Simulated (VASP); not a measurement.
# Rb (Pm-3m) in VASP: relaxation of cell and atoms with PBE

Aim: the relaxation of cell and atoms of Rb with PBE.

Program: VASP 6.6.1. These are calculated values, not measurements. Logs are shortened: lines on timing, memory, paths and dates and some standing lists are left out, and cuts for length are marked.

### Step 1. The cell of the first run

Symmetry: Pm-3m, No. 221, cubic system. Conventional cell: a = 4.620 Å, b = 4.620 Å, c = 4.620 Å, α = 90.00°, β = 90.00°, γ = 90.00°.

This isn't the form of Rb at room conditions, which is bcc.

### Step 2. Relaxation of cell and atoms, PBE

File INCAR:

```
SYSTEM = Rb
PREC = Accurate
ENCUT = 600
EDIFF = 1E-6
ISMEAR = 0
SIGMA = 0.1
LREAL = .FALSE.
LASPH = .TRUE.
NELM = 100
ALGO = Normal
ISIF = 3
LWAVE = .FALSE.
LCHARG = .FALSE.
GGA = PE
IBRION = 2
NSW = 100
EDIFFG = -0.01
```

File KPOINTS:

```
Automatic mesh
0
G
  12 12 12
  0 0 0
```

File POSCAR:

```
Rb
1.0
    4.6200217000      0.0000000000      0.0000000000
    0.0000000000      4.6200217000      0.0000000000
    0.0000000000      0.0000000000      4.6200217000
Rb
1
Direct
    0.0000000000      0.0000000000      0.0000000000
```

Potentials or basis: VASP PAW PBE potentials, release 64 (Rb_sv).

Started as:

```console
cat potpaw_PBE.64/Rb_sv/POTCAR > POTCAR
mpirun -np 1 vasp_std > vasp.out
```

OUTCAR:

```text
SYSTEM = Rb
   PREC = Accurate
   ENCUT = 600
   EDIFF = 1E-6
   ISMEAR = 0
   LREAL = .FALSE.
   LASPH = .TRUE.
   NELM = 100
   ISIF = 3
   GGA = PE
   IBRION = 2
   NSW = 100
   EDIFFG = -0.01

 ion  position               nearest neighbor table
   1  0.000  0.000  0.000-

  LATTYP: Found a simple cubic cell.
 ALAT       =     4.6200217000

  Lattice vectors:

 A1 = (   4.6200217000,   0.0000000000,   0.0000000000)
 A2 = (   0.0000000000,   4.6200217000,   0.0000000000)
 A3 = (   0.0000000000,   0.0000000000,   4.6200217000)

Analysis of symmetry for initial positions (statically):
=====================================================================
 Subroutine PRICEL returns:
 Original cell was already a primitive cell.

 Routine SETGRP: Setting up the symmetry group for a
 simple cubic supercell.

 Subroutine GETGRP returns: Found 48 space group operations
 (whereof 48 operations were pure point group operations)
 out of a pool of 48 trial point group operations.

The static configuration has the point symmetry O_h .

Analysis of symmetry for dynamics (positions and initial velocities):
=====================================================================
 Subroutine PRICEL returns:
 Original cell was already a primitive cell.

 Routine SETGRP: Setting up the symmetry group for a
 simple cubic supercell.

 Subroutine GETGRP returns: Found 48 space group operations
 (whereof 48 operations were pure point group operations)
 out of a pool of 48 trial point group operations.

The dynamic configuration has the point symmetry O_h .

 Subroutine INISYM returns: Found 48 space group operations
 (whereof 48 operations are pure point group operations),
 and found     1 'primitive' translations

----------------------------------------------------------------------------------------

                                     Primitive cell

  volume of cell :      98.6125

  direct lattice vectors                    reciprocal lattice vectors
     4.620021700  0.000000000  0.000000000     0.216449200  0.000000000  0.000000000
     0.000000000  4.620021700  0.000000000     0.000000000  0.216449200  0.000000000
     0.000000000  0.000000000  4.620021700     0.000000000  0.000000000  0.216449200

  length of vectors
     4.620021700  4.620021700  4.620021700     0.216449200  0.216449200  0.216449200

  position of ions in fractional coordinates (direct lattice)
     0.000000000  0.000000000  0.000000000

  ion indices of the primitive-cell ions
   primitive index   ion index
                 1           1

----------------------------------------------------------------------------------------

 KPOINTS: Automatic mesh

Automatic generation of k-mesh.
 Grid dimensions read from file:
 generate k-points for:   12   12   12

 Generating k-lattice:

  Cartesian coordinates                     Fractional coordinates (reciprocal lattice)
     0.018037433  0.000000000  0.000000000     0.083333333  0.000000000  0.000000000
     0.000000000  0.018037433  0.000000000     0.000000000  0.083333333  0.000000000
     0.000000000  0.000000000  0.018037433     0.000000000  0.000000000  0.083333333

  Length of vectors
     0.018037433  0.018037433  0.018037433

  Shift w.r.t. Gamma in fractional coordinates (k-lattice)
     0.000000000  0.000000000  0.000000000

 Subroutine IBZKPT returns following result:
 ===========================================

 Found     84 irreducible k-points:

 Following reciprocal coordinates:
            Coordinates               Weight
  0.000000  0.000000  0.000000      1.000000
  0.083333  0.000000  0.000000      6.000000
  0.166667  0.000000  0.000000      6.000000
  0.250000  0.000000  0.000000      6.000000
  0.333333  0.000000  0.000000      6.000000
  0.416667  0.000000  0.000000      6.000000
[... 16 lines left out ...]
  0.333333  0.333333  0.000000     12.000000
  0.416667  0.333333  0.000000     24.000000
 [... further k-points ...]
   k-points           NKPTS =     84   k-points in BZ     NKDIM =     84   number of bands    NBANDS=      8
   number of dos      NEDOS =    301   number of ions     NIONS =      1
   total plane-waves  NPLWV =  64000
   dimension x,y,z NGX =    40 NGY =   40 NGZ =   40
   dimension x,y,z NGXF=    80 NGYF=   80 NGZF=   80
   ions per type =               1
   NGX,Y,Z   is equivalent  to a cutoff of  14.39, 14.39, 14.39 a.u.
   NGXF,Y,Z  is equivalent  to a cutoff of  28.79, 28.79, 28.79 a.u.
 SYSTEM =  Rb
   PREC   = accura    normal or accurate (medium, high low for compatibility)
   ISTART =      0    job   : 0-new  1-cont  2-samecut
   ICHARG =      2    charge: 1-file 2-atom 10-const
   ISPIN  =      1    spin polarized calculation?
   LNONCOLLINEAR =      F non collinear calculations
   LSORBIT =      F    spin-orbit coupling
   LASPH  =      T    aspherical Exc in radial PAW
   ENCUT  =  600.0 eV  44.10 Ry    6.64 a.u.   9.23  9.23  9.23*2*pi/ulx,y,z
   NELM   =    100;   NELMIN=  2; NELMDL= -5     # of ELM steps
   EDIFF  = 0.1E-05   stopping-criterion for ELM
   LREAL  =      F    real-space projection
   EDIFFG = -.1E-01   stopping-criterion for IOM
   NSW    =    100    number of steps for IOM
   IBRION =      2    ionic relax: 0-MD 1-quasi-New 2-CG
   NFREE  =      1    steps in history (QN), initial steepest desc. (CG)
   ISIF   =      3    stress and relaxation
   ISYM   =      2    0-nonsym 1-usesym 2-fastsym
   POTIM  = 0.5000    time-step for ionic-motion
   TEBEG  =    0.0;   TEEND  =   0.0 temperature during run
   PSTRESS=    0.0 pullay stress
   NELECT =       9.0000    total number of electrons
   NUPDOWN=      -1.0000    fix difference up-down
   EMIN   =  10.00;   EMAX   =-10.00  energy-range for DOS
   EFERMI =   0.00;   METHOD = LEGACY
   ISMEAR =     0;   SIGMA  =   0.10  broadening in eV -4-tet -1-fermi 0-gaus
   EFERMI_NEDOS =   21; number of points for ismear=-14 and -15
   IALGO  =     38    algorithm
   IMIX   =      4    mixing-type and parameters
     AMIX     =   0.40;   BMIX     =  1.00
     AMIX_MAG =   1.60;   BMIX_MAG =  1.00
  volume/ion in A,a.u.               =      98.61       665.47
  Fermi-wavevector in a.u.,A,eV,Ry     =   0.737075  1.392870  7.391766  0.543279
  Thomas-Fermi vector in A             =   1.830669
   LORBIT       =      0    0 simple, 1 ext, 2 COOP (PROOUT), +10 PAW based schemes
   GGA     = PE    functional components
   LHFCALC =     F    Hartree Fock is set to
   AEXX    =    0.0000 exact exchange contribution
   IVDW    =     0    specifies the selected vdW correction
   LEPSILON=     F    determine dielectric tensor
   LRPA    =     F    only Hartree local field effects (RPA)
 conjugate gradient relaxation of ions
 non-spin polarized calculation
 Gauss-broadening in eV      SIGMA  =   0.10
  energy-cutoff  :      600.00
  volume of cell :       98.61
 maximum number of plane-waves:      3328
 NGX is ok and might be reduce to    40
   NGX = 19   NGY = 19   NGZ = 19

 number of electron       9.0000000 magnetization

 Free energy of the ion-electron system (eV)
  ---------------------------------------------------
  ext. energy  EPLUGINS =         0.00000000
  ---------------------------------------------------
  free energy    TOTEN  =        -0.84329354 eV

  energy without entropy =       -0.83804226  energy(sigma->0) =       -0.84066790

 E-fermi :  -0.1396     XC(G=0):  -5.2638

 val. band max:       -0.1532722106   @ k =   0.3333   0.2500   0.2500
 cond. band min:      -0.1159696158   @ k =   0.4167   0.2500   0.0833
 fundamental gap:      0.0373025948
 Fermi energy:        -0.1395936536

 k-point     1 :       0.0000    0.0000    0.0000
  band No.  band energies     occupation
      1     -29.2212      2.00000
      2     -13.2533      2.00000
      3     -13.2533      2.00000
      4     -13.2533      2.00000
      5      -2.0095      2.00000
      6       2.1891      0.00000
      7       2.1891      0.00000
      8       5.5396      0.00000

 k-point     2 :       0.0833    0.0000    0.0000
  band No.  band energies     occupation
      1     -29.2209      2.00000
      2     -13.2613      2.00000
      3     -13.2526      2.00000
      4     -13.2526      2.00000
      5      -1.9486      2.00000
      6       2.1575      0.00000
      7       2.2192      0.00000
      8       5.1530      0.00000

 k-point     3 :       0.1667    0.0000    0.0000
  band No.  band energies     occupation
      1     -29.2201      2.00000
      2     -13.2833      2.00000
      3     -13.2507      2.00000
      4     -13.2507      2.00000
      5      -1.7694      2.00000
      6       2.0079      0.00000
      7       2.3057      0.00000
      8       4.7476      0.00000

 k-point     4 :       0.2500    0.0000    0.0000
  band No.  band energies     occupation
      1     -29.2190      2.00000
      2     -13.3130      2.00000
      3     -13.2482      2.00000
      4     -13.2482      2.00000
      5      -1.4816      2.00000
      6       1.6564      0.00000
      7       2.4360      0.00000
      8       4.4054      0.00000

 k-point     5 :       0.3333    0.0000    0.0000
  band No.  band energies     occupation
      1     -29.2180      2.00000
      2     -13.3423      2.00000
      3     -13.2456      2.00000
      4     -13.2456      2.00000
      5      -1.1000      2.00000
      6       1.1392      0.00000
      7       2.5847      0.00000
      8       4.1476      0.00000
[... 177 lines left out ...]
 k-point    22 :       0.5000    0.2500    0.0000
  band No.  band energies     occupation
      1     -29.2147      2.00000
      2     -13.3639      2.00000
      3     -13.3003      2.00000
      4     -13.2382      2.00000
      5       0.2925      0.00000
      6       0.3767      0.00000
      7       2.7979      0.00000
      8       2.8047      0.00000

 k-point    23 :       0.3333    0.3333    0.0000
  band No.  band energies     occupation
      1     -29.2147      2.00000
      2     -13.3331      2.00000
      3     -13.3308      2.00000
      4     -13.2383      2.00000
      5      -0.2614      1.91499
      6       1.4598      0.00000
      7       1.9952      0.00000
      8       3.1193      0.00000

 k-point    24 :       0.4167    0.3333    0.0000
  band No.  band energies     occupation
      1     -29.2140      2.00000
      2     -13.3526      2.00000
      3     -13.3294      2.00000
      4     -13.2365      2.00000
      5       0.1440      0.00006
      6       1.0890      0.00000
      7       2.1586      0.00000
      8       2.8554      0.00000

 [... further k-points ...]
[... 5 lines left out ...]
  --------------------------------------------------------------------------------------
  -------------------------------------------------------------------------------------
  Total        0.0033097      0.0033097      0.0033097     -0.0000000     -0.0000000      0.0000000
  in kB        0.0537732      0.0537732      0.0537732     -0.0000000     -0.0000000      0.0000000
  external PRESSURE =       0.0537732 kB  Pullay stress =       0.0000000 kB

 VOLUME and BASIS-vectors are now :
 -----------------------------------------------------------------------------
  energy-cutoff  :      600.00
  volume of cell :       98.61
      direct lattice vectors                 reciprocal lattice vectors
     4.620021700  0.000000000  0.000000000     0.216449200  0.000000000  0.000000000
     0.000000000  4.620021700  0.000000000     0.000000000  0.216449200  0.000000000
     0.000000000  0.000000000  4.620021700     0.000000000  0.000000000  0.216449200

 POSITION                                       TOTAL-FORCE (eV/Angst)
 -----------------------------------------------------------------------------------
      0.00000      0.00000      0.00000         0.000000      0.000000      0.000000
 -----------------------------------------------------------------------------------
    total drift:                               -0.000000     -0.000000     -0.000000

  FREE ENERGIE OF THE ION-ELECTRON SYSTEM (eV)
  ---------------------------------------------------
  free  energy   TOTEN  =        -0.8432935425 eV

  energy  without entropy=       -0.8380422643  energy(sigma->0) =       -0.84066790

 reached required accuracy - stopping structural energy minimisation
```

Wall time 30 s (1 thread of AMD EPYC 9R45 (Zen 5), shared host); peak memory 0.25 GiB.

Results:

- Free energy: -0.8433 eV
- Pressure after relaxing: 0.0 GPa
- Band gap on the k mesh: zero (an odd number of electrons rules out a gap without spin polarisation)

Final structure:
```
CELL_PARAMETERS angstrom
4.62002 0.00000 0.00000
0.00000 4.62002 0.00000
0.00000 0.00000 4.62002
ATOMIC_POSITIONS crystal
Rb 0.00000 0.00000 0.00000
```

The gap in the log of VASP goes by the Fermi energy; the results here count the filled bands.